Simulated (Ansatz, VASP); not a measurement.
**One calculation of Be2Se, two programs**

The input INCAR:

```
SYSTEM = Be2Se
PREC = Accurate
ENCUT = 520
EDIFF = 1E-6
ISMEAR = 0
SIGMA = 0.1
LREAL = .FALSE.
LASPH = .TRUE.
NELM = 60
ALGO = Normal
ISIF = 2
LWAVE = .FALSE.
LCHARG = .TRUE.
GGA = PE
LELF = .TRUE.
LVHAR = .TRUE.
NBANDS = 32
```

The input KPOINTS:

```
Automatic mesh
0
G
  4 8 6
  0 0 0
```

Contents of POSCAR:

```
Be2Se
1.0
    7.6991044298      0.0000000000      0.0000000000
    0.0000000000      3.7584051556      0.0000000000
    0.0000000000      0.0000000000      5.9063990120
Be Se
8 4
Direct
    0.4777685914      0.2500000000      0.4183059993
    0.0222314086      0.7500000000      0.9183059993
    0.5222314086      0.7500000000      0.5816940007
    0.9777685914      0.2500000000      0.0816940007
    0.5214365708      0.7500000000      0.2080848384
    0.0214365708      0.7500000000      0.2919151616
    0.4785634292      0.2500000000      0.7919151616
    0.9785634292      0.2500000000      0.7080848384
    0.8320468442      0.7500000000      0.6002214275
    0.6679531558      0.2500000000      0.1002214275
    0.1679531558      0.2500000000      0.3997785725
    0.3320468442      0.7500000000      0.8997785725
```

Input for Ansatz:

```yaml
crystal:
  lattice:
    - [7.6991044298, 0.0, 0.0]
    - [0.0, 3.7584051556, 0.0]
    - [0.0, 0.0, 5.906399012]
  atoms:
    - { symbol: Be, position: [0.4777685914, 0.25, 0.4183059993] }
    - { symbol: Be, position: [0.0222314086, 0.75, 0.9183059993] }
    - { symbol: Be, position: [0.5222314086, 0.75, 0.5816940007] }
    - { symbol: Be, position: [0.9777685914, 0.25, 0.0816940007] }
    - { symbol: Be, position: [0.5214365708, 0.75, 0.2080848384] }
    - { symbol: Be, position: [0.0214365708, 0.75, 0.2919151616] }
    - { symbol: Be, position: [0.4785634292, 0.25, 0.7919151616] }
    - { symbol: Be, position: [0.9785634292, 0.25, 0.7080848384] }
    - { symbol: Se, position: [0.8320468442, 0.75, 0.6002214275] }
    - { symbol: Se, position: [0.6679531558, 0.25, 0.1002214275] }
    - { symbol: Se, position: [0.1679531558, 0.25, 0.3997785725] }
    - { symbol: Se, position: [0.3320468442, 0.75, 0.8997785725] }
basis:
  ecutwfc: 420
kpoints:
  mp_grid: { grid: [4, 8, 6] }
  band_path:
    path:
      - [[0.0, 0.0, 0.0], [0.5, 0.0, 0.0], [0.5, 0.5, 0.0], [0.0, 0.5, 0.0], [0.0, 0.0, 0.0], [0.0, 0.0, 0.5], [0.5, 0.0, 0.5], [0.5, 0.5, 0.5], [0.0, 0.5, 0.5], [0.0, 0.0, 0.5]]
      - [[0.5, 0.0, 0.0], [0.5, 0.0, 0.5]]
      - [[0.0, 0.5, 0.0], [0.0, 0.5, 0.5]]
      - [[0.5, 0.5, 0.0], [0.5, 0.5, 0.5]]
    npoints: 10
hamiltonian:
  xc: pbe
scf:
  occupations: { method: gaussian, width: 0.1 }
  n_extra_bands: 30
output:
  forces: true
  stress: true
  eigenvalues: true
  populations: true
  dos: { projected: true, de: 0.02, nscf_kmesh: { grid: [5, 10, 8] } }
  bader: false
  write_density: true
  write_potential: true
  elf: true
  volumetric_format: npy
```

Alike in both runs: task single point; functional PBE; k mesh 4 × 8 × 6; occupations gaussian, width 0.1 eV; no spin polarisation.

|  | VASP | Ansatz |
| --- | --- | --- |
| version | VASP 6.6.1 | Ansatz 0.2.0 |
| potentials or method | VASP PAW PBE potentials, release 64 (Be, Se), cutoff 520 eV | scalar-relativistic, plane waves, PAW |
| valence electrons in the cell | 40 | 80 |

Ansatz gave:

| Property | Result |
| --- | --- |
| gap on the k mesh at the Fermi level (eV) | none |
| pressure (GPa) | 0.0 |
| rms of the force components (eV/Å) | 0.001 |

Question: Which values does VASP return?

Answer: gap on the k mesh at the Fermi level (eV): none; pressure (GPa): 0.1; rms of the force components (eV/Å): 0.006.

Atom by atom the forces differ by 0.006 eV/Å (rms over components). A gap of «none» marks a metal or a gap that the smearing closes. VASP's potentials hold 40 valence electrons a cell and Ansatz's 80, so a difference there can come from the potentials and not from the codes.
